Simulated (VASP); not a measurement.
Runs of VASP 6.6.1 on Ge. The structure is that of space group Fd-3m (No. 227), or close to it. The cells are those of the table. 

```csv
cell,gap on the mesh (eV),pressure (GPa)
"a = 4.151, b = 4.151, c = 4.201 Å, angles 59.6, 59.6, 60.8°, 2 atoms",none,-5.8
"a = 4.102, b = 4.102, c = 4.000 Å, angles 60.8, 60.8, 58.4°, 2 atoms",none,(a)
"a = 4.151, b = 4.151, c = 4.100 Å, angles 60.4, 60.4, 59.2°, 2 atoms",none,-4.8
"a = 4.051, b = 4.051, c = 4.100 Å, angles 59.6, 59.6, 60.8°, 2 atoms",0.03,(b)
```

Alike in all rows: task single point; level PBEsol; potentials or basis VASP PAW PBE potentials, release 64 (Ge_d); no spin polarisation; k mesh 14 × 14 × 14; cutoff (eV) 520; smearing gaussian 0.15 eV.

Task: Estimate the missing entries.

Result: (a) -2.4; (b) -2.5.

Caveats: semilocal functionals underestimate gaps, and a narrow one can read as zero; the PAW data sets were made with another functional, which shifts forces and pressure a little; the cell stands under tension (at least some runs); the smearing spreads over this small gap (at least some runs).

A k mesh can miss the band edges, and the runs leave out spin-orbit coupling on Ge.

A gap of «none» marks levels without a gap at the run's occupations.
